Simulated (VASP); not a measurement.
# Se (P3_121) in VASP: a series of runs

Se is run at these levels: HSE06; tasks: single point.

Everything below comes from runs of VASP 6.6.1. Logs are shortened: lines on timing, memory, paths and dates and some standing lists are left out, and cuts for length are marked.

## Step 1: The cell of the first run

The structure is trigonal, space group P3_121 (No. 152). The conventional cell has a = 4.527 Å, b = 4.527 Å, c = 4.904 Å, α = 90.00°, β = 90.00°, γ = 120.00°. Within 3.1 Å of Se (site symmetry 2) lie 2 Se at 2.35 Å.

## Step 2: Single point, HSE06 (29.02 Å³/atom)

Input file POSCAR:

```
Se
1.0
    4.5274325221      0.0000000000      0.0000000000
   -2.2637162611      3.9208715781      0.0000000000
    0.0000000000      0.0000000000      4.9037988574
Se
3
Direct
    0.2161703733      0.0000000000      0.8333333333
    0.0000000000      0.2161703733      0.1666666667
    0.7838296267      0.7838296267      0.5000000000
```

Input file INCAR.step1:

```
PREC     = Accurate       # precision mode
ENCUT    = 520            # plane-wave cutoff, eV
EDIFF    = 1E-5           # SCF threshold, eV
ISMEAR   = 0              # smearing method
SIGMA    = 0.05           # smearing width, eV
LREAL    = False          # projectors in reciprocal space
LASPH    = True           # aspherical terms in the spheres
NELM     = 100            # most SCF steps
ALGO     = Normal         # electronic algorithm
ISIF     = 2              # what is computed and relaxed
LWAVE    = True           # write WAVECAR
LCHARG   = False          # write CHGCAR
NBANDS   = 16             # bands
GGA      = PE             # functional
```

Input file INCAR.step2:

```
PREC     = Accurate       # precision mode
ENCUT    = 520            # plane-wave cutoff, eV
EDIFF    = 1E-7           # SCF threshold, eV
ISMEAR   = 0              # smearing method
SIGMA    = 0.05           # smearing width, eV
LREAL    = False          # projectors in reciprocal space
LASPH    = True           # aspherical terms in the spheres
NELM     = 100            # most SCF steps
ALGO     = Normal         # electronic algorithm
ISIF     = 2              # what is computed and relaxed
LWAVE    = False          # write WAVECAR
LCHARG   = False          # write CHGCAR
GGA      = PE             # functional
LHFCALC  = True           # exact exchange
HFSCREEN = 0.2079         # screening, 1/A
PRECFOCK = Normal       
NBANDS   = 16             # bands
ISTART   = 1
```

Input file KPOINTS:

```
Automatic mesh
0
Gamma
  4 4 4
```

Potentials or basis: VASP PAW PBE potentials, release 64 (Se).

Command:

```bash
$ cat potpaw_PBE.64/Se/POTCAR > POTCAR
$ cp INCAR.step1 INCAR
$ mpirun -np 1 vasp_std > vasp.out
$ cp INCAR.step2 INCAR
$ mpirun -np 1 vasp_std > vasp.out
```

OUTCAR:

```text
PREC = Accurate
   ENCUT = 520
   EDIFF = 1E-7
   ISMEAR = 0
   LREAL = False
   LASPH = True
   NELM = 100
   ISIF = 2
   GGA = PE
   LHFCALC = True
   HFSCREEN = 0.2079
   PRECFOCK = Normal
   ISTART = 1

 ion  position               nearest neighbor table
   1  0.216  0.000  0.833-   3 2.35   2 2.35
   2  0.000  0.216  0.167-   3 2.35   1 2.35
   3  0.784  0.784  0.500-   1 2.35   2 2.35

  LATTYP: Found a hexagonal cell.
 ALAT       =     4.5274325221
 C/A-ratio  =     1.0831301921

  Lattice vectors:

 A1 = (   4.5274325221,   0.0000000000,   0.0000000000)
 A2 = (  -2.2637162611,   3.9208715781,   0.0000000000)
 A3 = (   0.0000000000,   0.0000000000,   4.9037988574)

Analysis of symmetry for initial positions (statically):
=====================================================================
 Subroutine PRICEL returns:
 Original cell was already a primitive cell.

 Routine SETGRP: Setting up the symmetry group for a
 hexagonal supercell.

 Subroutine GETGRP returns: Found  6 space group operations
 (whereof  2 operations were pure point group operations)
 out of a pool of 24 trial point group operations.

The static configuration has the point symmetry C_2 .
 The point group associated with its full space group is D_3 .

Analysis of symmetry for dynamics (positions and initial velocities):
=====================================================================
 Subroutine PRICEL returns:
 Original cell was already a primitive cell.

 Routine SETGRP: Setting up the symmetry group for a
 hexagonal supercell.

 Subroutine GETGRP returns: Found  6 space group operations
 (whereof  2 operations were pure point group operations)
 out of a pool of 24 trial point group operations.

The dynamic configuration has the point symmetry C_2 .
 The point group associated with its full space group is D_3 .

 Subroutine INISYM returns: Found  6 space group operations
 (whereof  2 operations are pure point group operations),
 and found     1 'primitive' translations

----------------------------------------------------------------------------------------

                                     Primitive cell

  volume of cell :      87.0497

  direct lattice vectors                    reciprocal lattice vectors
     4.527432522  0.000000000  0.000000000     0.220875738  0.127522667  0.000000000
    -2.263716261  3.920871578  0.000000000     0.000000000  0.255045334  0.000000000
     0.000000000  0.000000000  4.903798857     0.000000000  0.000000000  0.203923535

  length of vectors
     4.527432522  4.527432522  4.903798857     0.255045334  0.255045334  0.203923535

  position of ions in fractional coordinates (direct lattice)
     0.216170373  0.000000000  0.833333333
     0.000000000  0.216170373  0.166666667
     0.783829627  0.783829627  0.500000000

  ion indices of the primitive-cell ions
   primitive index   ion index
                 1           1
                 2           2
                 3           3

----------------------------------------------------------------------------------------

 KPOINTS: Automatic mesh

Automatic generation of k-mesh.
 Grid dimensions read from file:
 generate k-points for:    4    4    4

 Generating k-lattice:

  Cartesian coordinates                     Fractional coordinates (reciprocal lattice)
     0.055218935  0.031880667  0.000000000     0.250000000  0.000000000  0.000000000
     0.000000000  0.063761333  0.000000000     0.000000000  0.250000000  0.000000000
     0.000000000  0.000000000  0.050980884     0.000000000  0.000000000  0.250000000

  Length of vectors
     0.063761333  0.063761333  0.050980884

  Shift w.r.t. Gamma in fractional coordinates (k-lattice)
     0.000000000  0.000000000  0.000000000

 Subroutine IBZKPT returns following result:
 ===========================================

 Found     13 irreducible k-points:

 Following reciprocal coordinates:
            Coordinates               Weight
  0.000000  0.000000  0.000000      1.000000
  0.250000  0.000000  0.000000      6.000000
  0.500000  0.000000  0.000000      3.000000
  0.250000  0.250000  0.000000      6.000000
  0.000000  0.000000  0.250000      2.000000
  0.250000  0.000000  0.250000      6.000000
  0.000000  0.250000  0.250000      6.000000
  0.500000  0.000000  0.250000      6.000000
  0.250000  0.250000  0.250000     12.000000
  0.000000  0.000000  0.500000      1.000000
  0.250000  0.000000  0.500000      6.000000
  0.500000  0.000000  0.500000      3.000000
  0.250000  0.250000  0.500000      6.000000
   k-points           NKPTS =     13   k-points in BZ     NKDIM =     64   number of bands    NBANDS=     16
   number of dos      NEDOS =    301   number of ions     NIONS =      3
   total plane-waves  NPLWV =  46656
   dimension x,y,z NGX =    36 NGY =   36 NGZ =   36
   dimension x,y,z NGXF=    72 NGYF=   72 NGZF=   72
   ions per type =               3
   NGX,Y,Z   is equivalent  to a cutoff of  13.22, 13.22, 12.20 a.u.
   NGXF,Y,Z  is equivalent  to a cutoff of  26.44, 26.44, 24.41 a.u.
 SYSTEM =  unknown system
   PREC   = accura    normal or accurate (medium, high low for compatibility)
   ISTART =      1    job   : 0-new  1-cont  2-samecut
   ICHARG =      0    charge: 1-file 2-atom 10-const
   ISPIN  =      1    spin polarized calculation?
   LNONCOLLINEAR =      F non collinear calculations
   LSORBIT =      F    spin-orbit coupling
   LASPH  =      T    aspherical Exc in radial PAW
   ENCUT  =  520.0 eV  38.22 Ry    6.18 a.u.   8.42  8.42  9.12*2*pi/ulx,y,z
   NELM   =    100;   NELMIN=  2; NELMDL=  0     # of ELM steps
   EDIFF  = 0.1E-06   stopping-criterion for ELM
   LREAL  =      F    real-space projection
   EDIFFG = 0.1E-05   stopping-criterion for IOM
   NSW    =      0    number of steps for IOM
   IBRION =     -1    ionic relax: 0-MD 1-quasi-New 2-CG
   NFREE  =      0    steps in history (QN), initial steepest desc. (CG)
   ISIF   =      2    stress and relaxation
   ISYM   =      3    0-nonsym 1-usesym 2-fastsym
   POTIM  = 0.5000    time-step for ionic-motion
   TEBEG  =    0.0;   TEEND  =   0.0 temperature during run
   PSTRESS=    0.0 pullay stress
   NELECT =      18.0000    total number of electrons
   NUPDOWN=      -1.0000    fix difference up-down
   EMIN   =  10.00;   EMAX   =-10.00  energy-range for DOS
   EFERMI =   0.00;   METHOD = LEGACY
   ISMEAR =     0;   SIGMA  =   0.05  broadening in eV -4-tet -1-fermi 0-gaus
   EFERMI_NEDOS =   21; number of points for ismear=-14 and -15
   IALGO  =     38    algorithm
   IMIX   =      1    mixing-type and parameters
     AMIX     =   0.40;   BMIX     =  1.00
     AMIX_MAG =   1.60;   BMIX_MAG =  1.00
  volume/ion in A,a.u.               =      29.02       195.81
  Fermi-wavevector in a.u.,A,eV,Ry     =   0.968077  1.829400 12.751015  0.937173
  Thomas-Fermi vector in A             =   2.098016
   LORBIT       =      0    0 simple, 1 ext, 2 COOP (PROOUT), +10 PAW based schemes
   GGA     = PE    functional components
   LHFCALC =     T    Hartree Fock is set to
   PRECFOCK=normal    Normal, Fast or Accurate (Low or Medium for compatibility)
   ENCUT4O =  -1.0   cutoff for four orbital integrals eV
   NKREDX  =     1    reduce k-point grid by
   NKREDY  =     1    reduce k-point grid by
   NKREDZ  =     1    reduce k-point grid by
   AEXX    =    0.2500 exact exchange contribution
   HFSCREEN=    0.2079 screening length (either q_TF or 0.3 A-1)
   HFSCREENC=   0.2079 screening length for correlation (either q_TF or 0.3 A-1)
   ENCUTFOCK=  -1.0 apply spherical cutoff to Coloumb kernel
   IVDW    =     0    specifies the selected vdW correction
   LEPSILON=     F    determine dielectric tensor
   LRPA    =     F    only Hartree local field effects (RPA)
 non-spin polarized calculation
 Gauss-broadening in eV      SIGMA  =   0.05
  energy-cutoff  :      520.00
  volume of cell :       87.05
 maximum number of plane-waves:      2376
 NGX is ok and might be reduce to    36
  NGX = 28; NGY = 28; NGZ = 28

 number of electron      18.0000002 magnetization

 Free energy of the ion-electron system (eV)
  ---------------------------------------------------
  ext. energy  EPLUGINS =         0.00000000
  ---------------------------------------------------
  free energy    TOTEN  =       -13.27638524 eV

  energy without entropy =      -13.27638524  energy(sigma->0) =      -13.27638524

 E-fermi :   1.8940     XC(G=0):  -7.1121

 val. band max:        1.6052278992   @ k =   0.5000   0.0000   0.5000
 cond. band min:       3.7520107256   @ k =   0.0000   0.0000   0.5000
 fundamental gap:      2.1467828264
 Fermi energy:         1.8939808438

 k-point     1 :       0.0000    0.0000    0.0000
  band No.  band energies     occupation
      1     -15.6256      2.00000
      2     -11.0565      2.00000
      3     -11.0565      2.00000
      4      -2.5726      2.00000
      5      -2.5726      2.00000
      6      -2.3357      2.00000
[... 8 lines left out ...]
     15       9.0479      0.00000
     16      10.9749      0.00000

 k-point     2 :       0.2500    0.0000    0.0000
  band No.  band energies     occupation
      1     -15.4474      2.00000
      2     -11.2583      2.00000
      3     -11.0484      2.00000
      4      -3.4554      2.00000
      5      -3.0068      2.00000
      6      -2.1425      2.00000
[... 8 lines left out ...]
     15      10.3844      0.00000
     16      11.3803      0.00000

 k-point     3 :       0.5000    0.0000    0.0000
  band No.  band energies     occupation
      1     -15.2435      2.00000
      2     -11.5058      2.00000
      3     -11.0398      2.00000
      4      -3.7702      2.00000
      5      -3.2970      2.00000
      6      -1.9838      2.00000
[... 8 lines left out ...]
     15      11.7865      0.00000
     16      11.9254      0.00000
[... 153 lines left out ...]
 k-point    12 :       0.5000    0.0000    0.5000
  band No.  band energies     occupation
      1     -14.1021      2.00000
      2     -13.9851      2.00000
      3      -9.5701      2.00000
      4      -4.5774      2.00000
      5      -3.1626      2.00000
      6      -2.9348      2.00000
[... 8 lines left out ...]
     15      11.2864      0.00000
     16      11.4412      0.00000

 k-point    13 :       0.2500    0.2500    0.5000
  band No.  band energies     occupation
      1     -14.0740      2.00000
      2     -14.0169      2.00000
      3      -9.5472      2.00000
      4      -4.4274      2.00000
      5      -3.3893      2.00000
      6      -3.2654      2.00000
[... 8 lines left out ...]
     15      10.7868      0.00000
     16      11.7919      0.00000

------------------------ aborting loop because EDIFF is reached ----------------------------------------

  FORCE on cell =-STRESS in cart. coord.  units (eV):
  Direction    XX          YY          ZZ          XY          YZ          ZX
  --------------------------------------------------------------------------------------
  -------------------------------------------------------------------------------------
  Total        0.3242729      0.3242729      0.2884540     -0.0000000      0.0000000      0.0000000
  in kB        5.9683463      5.9683463      5.3090868     -0.0000000      0.0000000      0.0000000
  external PRESSURE =       5.7485931 kB  Pullay stress =       0.0000000 kB

 VOLUME and BASIS-vectors are now :
 -----------------------------------------------------------------------------
  energy-cutoff  :      520.00
  volume of cell :       87.05
      direct lattice vectors                 reciprocal lattice vectors
     4.527432522  0.000000000  0.000000000     0.220875738  0.127522667  0.000000000
    -2.263716261  3.920871578  0.000000000     0.000000000  0.255045334  0.000000000
     0.000000000  0.000000000  4.903798857     0.000000000  0.000000000  0.203923535

 POSITION                                       TOTAL-FORCE (eV/Angst)
 -----------------------------------------------------------------------------------
      0.97870      0.00000      4.08650        -0.043190     -0.000000      0.000000
     -0.48935      0.84758      0.81730         0.021595     -0.037403     -0.000000
      1.77437      3.07330      2.45190         0.021595      0.037403     -0.000000
 -----------------------------------------------------------------------------------
    total drift:                                0.000000      0.000000      0.000000

  FREE ENERGIE OF THE ION-ELECTRON SYSTEM (eV)
  ---------------------------------------------------
  free  energy   TOTEN  =       -13.2763852429 eV

  energy  without entropy=      -13.2763852429  energy(sigma->0) =      -13.27638524
```

Run time: 42 min. Hardware: 1 thread of Intel Xeon 8259CL, shared host; peak memory 0.32 GiB.

What came out:

```yaml
Free_energy: -13.2764 eV
Pressure: 0.6 GPa
Largest_force: 0.043 eV/Å
Band_gap_on_the_k_mesh: 2.15 eV (least direct gap 2.54 eV)
```

Forces in eV/Å, atoms in the order of the input:
```
Se  -0.043  0.000  0.000
Se   0.022 -0.037  0.000
Se   0.022  0.037  0.000
```

Caveat: the PAW data sets were made with another functional, which shifts forces and pressure a little. A k mesh can miss the band edges.

## Step 3: Single point, HSE06 (29.12 Å³/atom)

This run uses another cell than the first one, of 29.12 Å³/atom.

Input file POSCAR:

```
Se
1.0
    4.5318767363      0.0000000000      0.0000000000
   -2.2659383682      3.9247203805      0.0000000000
    0.0000000000      0.0000000000      4.9114639699
Se
3
Direct
    0.2155976837      0.0000000000      0.8333333333
    0.0000000000      0.2155976837      0.1666666667
    0.7844023163      0.7844023163      0.5000000000
```

Input file INCAR.step1:

```
PREC     = Accurate       # precision mode
ENCUT    = 520            # plane-wave cutoff, eV
EDIFF    = 1E-5           # SCF threshold, eV
ISMEAR   = 0              # smearing method
SIGMA    = 0.05           # smearing width, eV
LREAL    = F              # projectors in reciprocal space
LASPH    = T              # aspherical terms in the spheres
NELM     = 80             # most SCF steps
ALGO     = Normal         # electronic algorithm
ISIF     = 2              # what is computed and relaxed
LWAVE    = T              # write WAVECAR
GGA      = PE             # functional
NBANDS   = 16             # bands
```

Input file INCAR.step2:

```
PREC     = Accurate       # precision mode
ENCUT    = 520            # plane-wave cutoff, eV
EDIFF    = 1E-6           # SCF threshold, eV
ISMEAR   = 0              # smearing method
SIGMA    = 0.05           # smearing width, eV
LREAL    = F              # projectors in reciprocal space
LASPH    = T              # aspherical terms in the spheres
NELM     = 80             # most SCF steps
ALGO     = Normal         # electronic algorithm
ISIF     = 2              # what is computed and relaxed
LWAVE    = F              # write WAVECAR
LCHARG   = T              # write CHGCAR
GGA      = PE             # functional
LHFCALC  = T              # exact exchange
HFSCREEN = 0.2079         # screening, 1/A
PRECFOCK = Normal       
LELF     = T              # ELF
LVHAR    = T            
ISTART   = 1            
NBANDS   = 16             # bands
```

Input file KPOINTS:

```
regular mesh
0
Gamma
  4 4 4
```

Potentials or basis: VASP PAW PBE potentials, release 64 (Se).

Command:

```bash
$ cat potpaw_PBE.64/Se/POTCAR > POTCAR
$ cp INCAR.step1 INCAR
$ mpirun -np 1 vasp_std > vasp.out
$ cp INCAR.step2 INCAR
$ mpirun -np 1 vasp_std > vasp.out
```

Run time: 23 min. Hardware: 1 thread of Intel Xeon 8259CL, shared host; peak memory 0.33 GiB.

Results (log left out):

- Free energy: -13.2777 eV
- Pressure: 0.5 GPa
- Largest force: 0.033 eV/Å
- Band gap on the k mesh: 2.17 eV (least direct gap 2.53 eV)

Forces on the atoms (eV/Å):
```
Se  -0.033  0.000  0.000
Se   0.016 -0.029  0.000
Se   0.016  0.029  0.000
```

Stress tensor (GPa, compression positive):
```
0.59 0.00 0.00
0.00 0.59 0.00
0.00 0.00 0.41
```

Levels at points of the mesh, in eV from the valence-band top:
```
           k point  band 7  band 8  band 9  band 10  band 11  band 12
(0.00, 0.00, 0.00)   -2.39   -2.39   -0.56     2.99     2.99     3.22
(0.50, 0.00, 0.00)   -2.91   -2.04   -1.11     2.95     3.43     4.97
(0.00, 0.00, 0.50)   -1.70   -1.70   -1.18     2.17     2.17     2.23
(0.50, 0.00, 0.50)   -1.82   -1.29    0.00     2.53     3.46     4.06
```

Caveat: the PAW data sets were made with another functional, which shifts forces and pressure a little. A k mesh can miss the band edges.
